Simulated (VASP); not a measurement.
# GaF (Pm-3m) in VASP: a series of runs

The runs below take GaF through single point, relaxation of cell and atoms, with HF, PBE0, r2SCANh.

All numbers are computed with VASP 6.6.1; they aren't measurements. Logs are shortened: lines on timing, memory, paths and dates and some standing lists are left out, and cuts for length are marked.

**1. The cell of the first run**

Symmetry: Pm-3m, No. 221, cubic system. Conventional cell: a = 3.166 Å, b = 3.166 Å, c = 3.166 Å, α = 90.00°, β = 90.00°, γ = 90.00°. Within 3.6 Å of Ga (site symmetry m-3m) lie 8 F at 2.74 Å and 6 Ga at 3.17 Å. F (site symmetry m-3m) has 8 Ga at 2.74 Å and 6 F at 3.17 Å within 3.6 Å.

**2. Single point, HF**

POSCAR reads:

```
GaF
1.0
    3.1659200000      0.0000000000      0.0000000000
    0.0000000000      3.1659200000      0.0000000000
    0.0000000000      0.0000000000      3.1659200000
Ga F
1 1
Direct
    0.0000000000      0.0000000000      0.0000000000
    0.5000000000      0.5000000000      0.5000000000
```

INCAR.step1 reads:

```
ALGO = Normal
EDIFF = 1E-5
ENCUT = 520
GGA = PE
ISIF = 2
ISMEAR = -1
LASPH = T
LREAL = F
LWAVE = T
NBANDS = 17
NELM = 60
PREC = Accurate
SIGMA = 0.05
```

INCAR.step2 reads:

```
AEXX = 1.0
AGGAC = 0.0
ALDAC = 0.0
ALGO = Normal
EDIFF = 1E-6
ENCUT = 520
GGA = PE
ISIF = 2
ISMEAR = -1
ISTART = 1
LASPH = T
LCHARG = T
LELF = T
LHFCALC = T
LREAL = F
LVHAR = T
LWAVE = F
NBANDS = 17
NELM = 60
PREC = Accurate
PRECFOCK = Normal
SIGMA = 0.05
```

KPOINTS reads:

```
k-points
0
Gamma
  4 4 4
```

Potentials or basis: VASP PAW PBE potentials, release 64 (Ga_d, F).

On the command line:

```sh
$ cat potpaw_PBE.64/Ga_d/POTCAR potpaw_PBE.64/F/POTCAR > POTCAR
$ cp INCAR.step1 INCAR
$ mpirun -np 1 vasp_std > vasp.out
$ cp INCAR.step2 INCAR
$ mpirun -np 1 vasp_std > vasp.out
```

OUTCAR:

```text
AEXX = 1.0
   EDIFF = 1E-6
   ENCUT = 520
   GGA = PE
   ISIF = 2
   ISMEAR = -1
   ISTART = 1
   LASPH = T
   LHFCALC = T
   LREAL = F
   NELM = 60
   PREC = Accurate
   PRECFOCK = Normal

 ion  position               nearest neighbor table
   1  0.000  0.000  0.000-
   2  0.500  0.500  0.500-

  LATTYP: Found a simple cubic cell.
 ALAT       =     3.1659200000

  Lattice vectors:

 A1 = (   3.1659200000,   0.0000000000,   0.0000000000)
 A2 = (   0.0000000000,   3.1659200000,   0.0000000000)
 A3 = (   0.0000000000,   0.0000000000,   3.1659200000)

Analysis of symmetry for initial positions (statically):
=====================================================================
 Subroutine PRICEL returns:
 Original cell was already a primitive cell.

 Routine SETGRP: Setting up the symmetry group for a
 simple cubic supercell.

 Subroutine GETGRP returns: Found 48 space group operations
 (whereof 48 operations were pure point group operations)
 out of a pool of 48 trial point group operations.

The static configuration has the point symmetry O_h .

Analysis of symmetry for dynamics (positions and initial velocities):
=====================================================================
 Subroutine PRICEL returns:
 Original cell was already a primitive cell.

 Routine SETGRP: Setting up the symmetry group for a
 simple cubic supercell.

 Subroutine GETGRP returns: Found 48 space group operations
 (whereof 48 operations were pure point group operations)
 out of a pool of 48 trial point group operations.

The dynamic configuration has the point symmetry O_h .

 Subroutine INISYM returns: Found 48 space group operations
 (whereof 48 operations are pure point group operations),
 and found     1 'primitive' translations

----------------------------------------------------------------------------------------

                                     Primitive cell

  volume of cell :      31.7322

  direct lattice vectors                    reciprocal lattice vectors
     3.165920000  0.000000000  0.000000000     0.315863951  0.000000000  0.000000000
     0.000000000  3.165920000  0.000000000     0.000000000  0.315863951  0.000000000
[... 72 lines left out ...]
   EDIFFG = 0.1E-04   stopping-criterion for IOM
   NSW    =      0    number of steps for IOM
   IBRION =     -1    ionic relax: 0-MD 1-quasi-New 2-CG
   NFREE  =      0    steps in history (QN), initial steepest desc. (CG)
   ISIF   =      2    stress and relaxation
   ISYM   =      3    0-nonsym 1-usesym 2-fastsym
   POTIM  = 0.5000    time-step for ionic-motion
   TEBEG  =    0.0;   TEEND  =   0.0 temperature during run
   PSTRESS=    0.0 pullay stress
   NELECT =      20.0000    total number of electrons
   NUPDOWN=      -1.0000    fix difference up-down
   EMIN   =  10.00;   EMAX   =-10.00  energy-range for DOS
   EFERMI =   0.00;   METHOD = LEGACY
   ISMEAR =    -1;   SIGMA  =   0.05  broadening in eV -4-tet -1-fermi 0-gaus
   EFERMI_NEDOS =   21; number of points for ismear=-14 and -15
   IALGO  =     38    algorithm
   IMIX   =      1    mixing-type and parameters
     AMIX     =   0.40;   BMIX     =  1.00
     AMIX_MAG =   1.60;   BMIX_MAG =  1.00
  volume/ion in A,a.u.               =      15.87       107.07
  Fermi-wavevector in a.u.,A,eV,Ry     =   1.403627  2.652469 26.805754  1.970167
  Thomas-Fermi vector in A             =   2.526269
   LORBIT       =      0    0 simple, 1 ext, 2 COOP (PROOUT), +10 PAW based schemes
   GGA     = PE    functional components
   LHFCALC =     T    Hartree Fock is set to
   PRECFOCK=normal    Normal, Fast or Accurate (Low or Medium for compatibility)
   ENCUT4O =  -1.0   cutoff for four orbital integrals eV
   NKREDX  =     1    reduce k-point grid by
   NKREDY  =     1    reduce k-point grid by
   NKREDZ  =     1    reduce k-point grid by
   AEXX    =    1.0000 exact exchange contribution
   HFSCREEN=    0.0000 screening length (either q_TF or 0.3 A-1)
   HFSCREENC=   0.0000 screening length for correlation (either q_TF or 0.3 A-1)
   ENCUTFOCK=  -1.0 apply spherical cutoff to Coloumb kernel
   IVDW    =     0    specifies the selected vdW correction
   LEPSILON=     F    determine dielectric tensor
   LRPA    =     F    only Hartree local field effects (RPA)
 non-spin polarized calculation
  energy-cutoff  :      520.00
  volume of cell :       31.73
 maximum number of plane-waves:       872
 NGX is ok and might be reduce to    24
  NGX = 18; NGY = 18; NGZ = 18

 number of electron      19.9999980 magnetization

 Free energy of the ion-electron system (eV)
  ---------------------------------------------------
  ext. energy  EPLUGINS =         0.00000000
  ---------------------------------------------------
  free energy    TOTEN  =       -16.53830881 eV

  energy without entropy =      -16.53830881  energy(sigma->0) =      -16.53830881

 E-fermi :   2.4560     XC(G=0):   0.0000

 val. band max:        1.4610524982   @ k =   0.5000   0.5000   0.5000
 cond. band min:       7.0351283038   @ k =   0.5000   0.0000   0.0000
 fundamental gap:      5.5740758056
 Fermi energy:         2.4560123574

 k-point     1 :       0.0000    0.0000    0.0000
  band No.  band energies     occupation
      1     -32.3821      2.00000
      2     -23.9970      2.00000
      3     -23.9970      2.00000
      4     -23.8870      2.00000
      5     -23.8870      2.00000
      6     -23.8870      2.00000
[... 177 lines left out ...]
      4     -23.9691      2.00000
      5     -23.8287      2.00000
      6     -23.8287      2.00000
[... 9 lines left out ...]
     16      20.7135      0.00000
     17      29.9982      0.00000

------------------------ aborting loop because EDIFF is reached ----------------------------------------

  FORCE on cell =-STRESS in cart. coord.  units (eV):
  Direction    XX          YY          ZZ          XY          YZ          ZX
  --------------------------------------------------------------------------------------
  -------------------------------------------------------------------------------------
  Total        1.4626354      1.4626354      1.4626354     -0.0000000      0.0000000     -0.0000000
  in kB       73.8493796     73.8493796     73.8493796     -0.0000000      0.0000000     -0.0000000
  external PRESSURE =      73.8493796 kB  Pullay stress =       0.0000000 kB

 VOLUME and BASIS-vectors are now :
 -----------------------------------------------------------------------------
  energy-cutoff  :      520.00
  volume of cell :       31.73
      direct lattice vectors                 reciprocal lattice vectors
     3.165920000  0.000000000  0.000000000     0.315863951  0.000000000  0.000000000
     0.000000000  3.165920000  0.000000000     0.000000000  0.315863951  0.000000000
     0.000000000  0.000000000  3.165920000     0.000000000  0.000000000  0.315863951

 POSITION                                       TOTAL-FORCE (eV/Angst)
 -----------------------------------------------------------------------------------
      0.00000      0.00000      0.00000         0.000000      0.000000      0.000000
      1.58296      1.58296      1.58296         0.000000      0.000000      0.000000
 -----------------------------------------------------------------------------------
    total drift:                                0.000002      0.000001      0.000000

  FREE ENERGIE OF THE ION-ELECTRON SYSTEM (eV)
  ---------------------------------------------------
  free  energy   TOTEN  =       -16.5383088069 eV

  energy  without entropy=      -16.5383088068  energy(sigma->0) =      -16.53830881
```

It took 12 min on 1 thread of Intel Xeon 8259CL, shared host; peak memory 0.15 GiB.

Results:

- Free energy: -16.5383 eV
- Pressure: 7.4 GPa
- Band gap on the k mesh: 5.57 eV (least direct gap 7.94 eV)

Caveat: the k points lie up to 0.50 Å⁻¹ apart; the PAW data sets were made with another functional, which shifts forces and pressure a little. A k mesh can miss the band edges.

**3. Single point, HF**

This run uses another cell than the first one, of 18.98 Å³/atom.

POSCAR reads:

```
GaF
1.0
    3.3609081428      0.0000000000      0.0000000000
    0.0000000000      3.3609081428      0.0000000000
    0.0000000000      0.0000000000      3.3609081428
Ga F
1 1
Direct
    0.0000000000      0.0000000000      0.0000000000
    0.5000000000      0.5000000000      0.5000000000
```

INCAR.step1 reads:

```
ALGO = Normal
EDIFF = 1E-5
ENCUT = 520
GGA = PE
ISIF = 2
ISMEAR = -1
LASPH = True
LREAL = False
LWAVE = True
NBANDS = 17
NELM = 80
PREC = Accurate
SIGMA = 0.05
```

INCAR.step2 reads:

```
AEXX = 1.0
AGGAC = 0.0
ALDAC = 0.0
ALGO = Normal
EDIFF = 1E-6
ENCUT = 520
GGA = PE
ISIF = 2
ISMEAR = -1
ISTART = 1
LASPH = True
LCHARG = True
LELF = True
LHFCALC = True
LREAL = False
LVHAR = True
LWAVE = False
NBANDS = 17
NELM = 80
PREC = Accurate
PRECFOCK = Normal
SIGMA = 0.05
```

KPOINTS is that of step 2.

Potentials or basis: VASP PAW PBE potentials, release 64 (Ga_d, F).

On the command line:

```sh
$ cat potpaw_PBE.64/Ga_d/POTCAR potpaw_PBE.64/F/POTCAR > POTCAR
$ cp INCAR.step1 INCAR
$ mpirun -np 1 vasp_std > vasp.out
$ cp INCAR.step2 INCAR
$ mpirun -np 1 vasp_std > vasp.out
```

Wall time 12 min (1 thread of Intel Xeon 8259CL, shared host); peak memory 0.17 GiB.

It converged, with:

| Property | Result |
| --- | --- |
| Free energy | -16.6511 eV |
| Pressure | -0.5 GPa |
| Band gap on the k mesh | 7.10 eV (least direct gap 9.30 eV) |

Levels at points of the mesh, in eV from the valence-band top:
```tsv
k point	band 7	band 8	band 9	band 10	band 11	band 12	band 13	band 14
(0.00, 0.00, 0.00)	-6.92	-6.66	-6.66	-6.66	15.55	15.55	15.55	16.94
(0.50, 0.00, 0.00)	-9.10	-6.46	-6.46	-2.21	7.10	15.70	15.70	19.53
(0.50, 0.50, 0.00)	-7.66	-7.66	-6.37	-2.83	10.00	10.00	16.25	17.58
(0.50, 0.50, 0.50)	-7.20	-7.20	-7.20	0.00	9.30	9.30	9.30	19.26
```

Caveat: the k points lie up to 0.47 Å⁻¹ apart; the PAW data sets were made with another functional, which shifts forces and pressure a little. A k mesh can miss the band edges.

**4. Relaxation of cell and atoms, PBE0**

POSCAR reads:

```
GaF
1.0
    3.1659200000      0.0000000000      0.0000000000
    0.0000000000      3.1659200000      0.0000000000
    0.0000000000      0.0000000000      3.1659200000
Ga F
1 1
Direct
    0.0000000000      0.0000000000      0.0000000000
    0.5000000000      0.5000000000      0.5000000000
```

INCAR.step1 reads:

```
SYSTEM = GaF
PREC = Accurate ; ENCUT = 600
EDIFF = 1E-5 ; ISMEAR = -1
SIGMA = 0.05 ; LREAL = .False.
LASPH = .True. ; NELM = 80
ALGO = Normal ; LWAVE = .True.
LCHARG = .False. ; GGA = PE
NBANDS = 17
```

INCAR.step2 reads:

```
SYSTEM = GaF
PREC = Accurate ; ENCUT = 600
EDIFF = 1E-7 ; ISMEAR = -1
SIGMA = 0.05 ; LREAL = .False.
LASPH = .True. ; NELM = 80
ALGO = Normal ; ISIF = 3
LWAVE = .False. ; LCHARG = .False.
GGA = PE ; LHFCALC = .True.
AEXX = 0.25 ; PRECFOCK = Normal
IBRION = 2 ; NSW = 60
EDIFFG = -0.01 ; ISTART = 1
```

KPOINTS reads:

```
Automatic mesh
0
Gamma
  4 4 4
  0 0 0
```

Potentials or basis: VASP PAW PBE potentials, release 64 (Ga_d, F).

On the command line:

```sh
$ cat potpaw_PBE.64/Ga_d/POTCAR potpaw_PBE.64/F/POTCAR > POTCAR
$ cp INCAR.step1 INCAR
$ mpirun -np 1 vasp_std > vasp.out
$ cp INCAR.step2 INCAR
$ mpirun -np 1 vasp_std > vasp.out
```

OUTCAR:

```text
SYSTEM = GaF
   PREC = Accurate
   ENCUT = 600
   EDIFF = 1E-7
   ISMEAR = -1
   LREAL = .False.
   LASPH = .True.
   NELM = 80
   ISIF = 3
   GGA = PE
   LHFCALC = .True.
   AEXX = 0.25
   PRECFOCK = Normal
   IBRION = 2
   NSW = 60
   EDIFFG = -0.01
   ISTART = 1

 ion  position               nearest neighbor table
   1  0.000  0.000  0.000-
   2  0.500  0.500  0.500-

  LATTYP: Found a simple cubic cell.
 ALAT       =     3.1659200000

  Lattice vectors:

 A1 = (   3.1659200000,   0.0000000000,   0.0000000000)
 A2 = (   0.0000000000,   3.1659200000,   0.0000000000)
 A3 = (   0.0000000000,   0.0000000000,   3.1659200000)

Analysis of symmetry for initial positions (statically):
=====================================================================
 Subroutine PRICEL returns:
 Original cell was already a primitive cell.

 Routine SETGRP: Setting up the symmetry group for a
 simple cubic supercell.

 Subroutine GETGRP returns: Found 48 space group operations
[... 216 lines left out ...]
      3     -15.0800      2.00000
      4     -14.9267      2.00000
      5     -14.9267      2.00000
      6     -14.9267      2.00000
      7      -4.8274      2.00000
      8      -2.6939      2.00000
      9      -2.6939      2.00000
     10      -2.6939      2.00000
     11      12.2184      0.00000
     12      12.2184      0.00000
     13      12.2184      0.00000
     14      13.3018      0.00000
[... 139 lines left out ...]
      1     -22.7077      2.00000
      2     -15.0305      2.00000
      3     -15.0305      2.00000
      4     -15.0305      2.00000
      5     -14.8790      2.00000
      6     -14.8790      2.00000
      7      -3.3087      2.00000
      8      -3.3087      2.00000
      9      -3.3087      2.00000
     10       2.1052      2.00000
     11       5.6915      0.00000
     12       5.6915      0.00000
     13       5.6915      0.00000
     14      15.7686      0.00000

------------------------ aborting loop because EDIFF is reached ----------------------------------------

  FORCE on cell =-STRESS in cart. coord.  units (eV):
  Direction    XX          YY          ZZ          XY          YZ          ZX
  --------------------------------------------------------------------------------------
  -------------------------------------------------------------------------------------
  Total       -0.0163978     -0.0163978     -0.0163978      0.0000000      0.0000000     -0.0000000
  in kB       -0.8316865     -0.8316865     -0.8316865      0.0000000      0.0000000     -0.0000000
  external PRESSURE =      -0.8316865 kB  Pullay stress =       0.0000000 kB

 VOLUME and BASIS-vectors are now :
 -----------------------------------------------------------------------------
  energy-cutoff  :      600.00
  volume of cell :       31.59
      direct lattice vectors                 reciprocal lattice vectors
     3.161152783  0.000000000  0.000000000     0.316340294  0.000000000 -0.000000000
    -0.000000000  3.161152783 -0.000000000    -0.000000000  0.316340294 -0.000000000
     0.000000000  0.000000000  3.161152783    -0.000000000  0.000000000  0.316340294

 POSITION                                       TOTAL-FORCE (eV/Angst)
 -----------------------------------------------------------------------------------
      0.00000      0.00000      0.00000         0.000000      0.000000      0.000000
      1.58058      1.58058      1.58058        -0.000000     -0.000000      0.000000
 -----------------------------------------------------------------------------------
    total drift:                                0.000000     -0.000000     -0.000000

  FREE ENERGIE OF THE ION-ELECTRON SYSTEM (eV)
  ---------------------------------------------------
  free  energy   TOTEN  =        -9.8471975027 eV

  energy  without entropy=       -9.8471974569  energy(sigma->0) =       -9.84719748

 reached required accuracy - stopping structural energy minimisation
```

OUTCAR.step1:

```text
SYSTEM = GaF
   PREC = Accurate
   ENCUT = 600
   EDIFF = 1E-5
   ISMEAR = -1
   LREAL = .False.
[... 404 lines left out ...]
      0.00000      0.00000      0.00000         0.000000      0.000000      0.000000
      1.58296      1.58296      1.58296         0.000000      0.000000      0.000000
 -----------------------------------------------------------------------------------
    total drift:                               -0.000000      0.000000      0.000000

  FREE ENERGIE OF THE ION-ELECTRON SYSTEM (eV)
  ---------------------------------------------------
  free  energy   TOTEN  =        -7.4064681541 eV

  energy  without entropy=       -7.4056637218  energy(sigma->0) =       -7.40606594
```

It took 19 min on 1 thread of Intel Xeon 8259CL, shared host; peak memory 0.17 GiB.

Results:

```yaml
Free_energy: -9.8472 eV
Relaxed_volume: 15.79 Å³/atom
Relaxed_cell: a = 3.161 Å, b = 3.161 Å, c = 3.161 Å, α = 90.00°, β = 90.00°, γ = 90.00°
Space_group_after_relaxing_to_0.1_Å: Pm-3m (No. 221)
Energy_gained_by_relaxing: 0.1 meV/atom
Ionic_steps: 2
Pressure_after_relaxing: -0.1 GPa
Band_gap_on_the_k_mesh: 1.44 eV (least direct gap 2.83 eV)
```

Step by step:
| step | energy change (eV) | largest force (eV/Å) | pressure (GPa) | volume (Å³) |
| --- | --- | --- | --- | --- |
| 1 | 0.0000 | 0.0000 | -0.32 | 31.73 |
| 2 | -0.0002 | 0.0000 | -0.08 | 31.59 |

Final structure:
```cif
data_structure
_symmetry_space_group_name_H-M 'P 1'
_symmetry_Int_Tables_number 1
_cell_length_a 3.1612
_cell_length_b 3.1612
_cell_length_c 3.1612
_cell_angle_alpha 90.000
_cell_angle_beta 90.000
_cell_angle_gamma 90.000
_cell_volume 31.59
loop_
_atom_site_label
_atom_site_type_symbol
_atom_site_fract_x
_atom_site_fract_y
_atom_site_fract_z
_atom_site_occupancy
Ga1 Ga 0.00000 0.00000 0.00000 1
F1 F 0.50000 0.50000 0.50000 1
```

Caveat: the k points lie up to 0.50 Å⁻¹ apart in the final cell; the PAW data sets were made with another functional, which shifts forces and pressure a little. A k mesh can miss the band edges.

(Part 1 of 2 ends here.)
